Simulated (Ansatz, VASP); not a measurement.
## CdSe in VASP and in Ansatz

The input INCAR:

```
SYSTEM = CdSe
PREC = Accurate
ENCUT = 520
EDIFF = 1E-7
ISMEAR = -1
SIGMA = 0.01
LREAL = .False.
LASPH = .True.
NELM = 150
ALGO = Normal
ISIF = 2
LWAVE = .False.
LCHARG = .False.
ISPIN = 2
MAGMOM = 0.5 0.5 0 0
LORBIT = 11
GGA = PE
NBANDS = 30
```

File KPOINTS:

```
Automatic mesh
0
Gamma
  7 7 4
  0 0 0
```

File POSCAR:

```
CdSe
1.0
    4.2711400700      0.0000000000      0.0000000000
   -2.1355700350      3.6989158038      0.0000000000
    0.0000000000      0.0000000000      6.9728844864
Cd Se
2 2
Direct
    0.6666666667      0.3333333333      0.5000000000
    0.3333333333      0.6666666667      0.0000000000
    0.6666666667      0.3333333333      0.8850000000
    0.3333333333      0.6666666667      0.3850000000
```

Contents of input.yaml:

```yaml
crystal:
  lattice:
    - [4.27114007, 0.0, 0.0]
    - [-2.135570035, 3.6989158038, 0.0]
    - [0.0, 0.0, 6.9728844864]
  atoms:
    - { symbol: Cd, position: [0.6666666667, 0.3333333333, 0.5], spin: 0.5 }
    - { symbol: Cd, position: [0.3333333333, 0.6666666667, 0.0], spin: 0.5 }
    - { symbol: Se, position: [0.6666666667, 0.3333333333, 0.885] }
    - { symbol: Se, position: [0.3333333333, 0.6666666667, 0.385] }
kpoints:
  mp_grid: { grid: [7, 7, 4] }
scf:
  occupations: { method: fermi_dirac, width: 0.01 }
  lower_state_search: "off"
hamiltonian:
  xc: pbe
  pseudopotentials: { kind: all_electron, lapw: { basis_error: 0.002 } }
magnetization:
  spin_polarized: true
output:
  forces: true
  stress: true
  eigenvalues: true
```

Change from the starting cell: volume scaled by 0.98.

Alike in both runs: task single point; functional PBE; k mesh 7 × 7 × 4; occupations fermi-dirac, width 0.01 eV; collinear spin.

|  | VASP | Ansatz |
| --- | --- | --- |
| version | VASP 6.6.1 | Ansatz 0.2.0 |
| potentials or method | VASP PAW PBE potentials, release 64 (Cd, Se), cutoff 520 eV | all-electron LAPW, scalar-relativistic |

Ansatz gave:

* gap on the k mesh at the Fermi level (eV): 0.75
* least direct gap on the mesh (eV): 0.75
* pressure (GPa): 4.3
* traceless stress, the component that is largest in VASP (GPa): -1.53
* rms of the force components (eV/Å): 0.175
* net moment per atom (μB): 0.00

Q: What did VASP give for the same quantities?

A: gap on the k mesh at the Fermi level (eV): 0.75; least direct gap on the mesh (eV): 0.75; pressure (GPa): 4.6; traceless stress, the component that is largest in VASP (GPa): -1.58; rms of the force components (eV/Å): 0.181; net moment per atom (μB): 0.00.

Atom by atom the forces differ by 0.005 eV/Å (rms over components). Ansatz ran all-electron here, and VASP with PAW potentials.
